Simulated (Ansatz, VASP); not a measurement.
## One calculation of MgO, two programs

The input INCAR:

```
SYSTEM = MgO
PREC     = Accurate       ! precision mode
ENCUT    = 520            ! plane-wave cutoff, eV
EDIFF    = 1E-7           ! SCF threshold, eV
ISMEAR   = 0              ! smearing method
SIGMA    = 0.01           ! smearing width, eV
LREAL    = .False.        ! projectors in reciprocal space
LASPH    = .True.         ! aspherical terms in the spheres
NELM     = 100            ! most SCF steps
ALGO     = Normal         ! electronic algorithm
ISIF     = 2              ! what is computed and relaxed
LWAVE    = .False.        ! write WAVECAR
LCHARG   = .False.        ! write CHGCAR
GGA      = PE             ! functional
NBANDS   = 11             ! bands
```

File KPOINTS:

```
Automatic mesh
0
Gamma
  8 8 8
  0 0 0
```

The input POSCAR:

```
MgO
1.0
    0.0000000000      2.2820056620      2.2820056620
    2.2820056620      0.0000000000      2.2820056620
    2.2820056620      2.2820056620      0.0000000000
Mg O
1 1
Direct
    0.0000000000      0.0000000000      0.0000000000
    0.2500000000      0.2500000000      0.2500000000
```

Input for Ansatz:

```yaml
crystal:
  lattice:
    - [0.0, 2.282005662, 2.282005662]
    - [2.282005662, 0.0, 2.282005662]
    - [2.282005662, 2.282005662, 0.0]
  atoms:
    - { symbol: Mg, position: [0.0, 0.0, 0.0] }
    - { symbol: O, position: [0.25, 0.25, 0.25] }
kpoints:
  mp_grid: { grid: [8, 8, 8] }
hamiltonian:
  xc: pbe
scf:
  occupations: { method: fixed }
output:
  optics:
    e_range: [0, 17]
    de: 0.05
    sigma: 0.1
    bands: { spectra_wanted_up_to: 17 }
    scissors: 1.612
  write_density: true
  write_potential: true
  elf: true
  volumetric_format: npy
```

Alike in both runs: task single point; functional PBE; k mesh 8 × 8 × 8; no spin polarisation.

```csv
,VASP,Ansatz
version,VASP 6.6.1,Ansatz 0.2.0
potentials or method,"VASP PAW PBE potentials, release 64 (Mg, O)","plane waves, PAW"
plane-wave cutoff (eV),520,420
occupations,"gaussian, width 0.01 eV",fixed
valence electrons in the cell,8,16
```

VASP gave:

- gap on the k mesh at the Fermi level (eV): 3.64

Q: Which values does Ansatz return?

A: gap on the k mesh at the Fermi level (eV): 3.66.

VASP's potentials hold 8 valence electrons a cell and Ansatz's 16, so a difference there can come from the potentials and not from the codes.
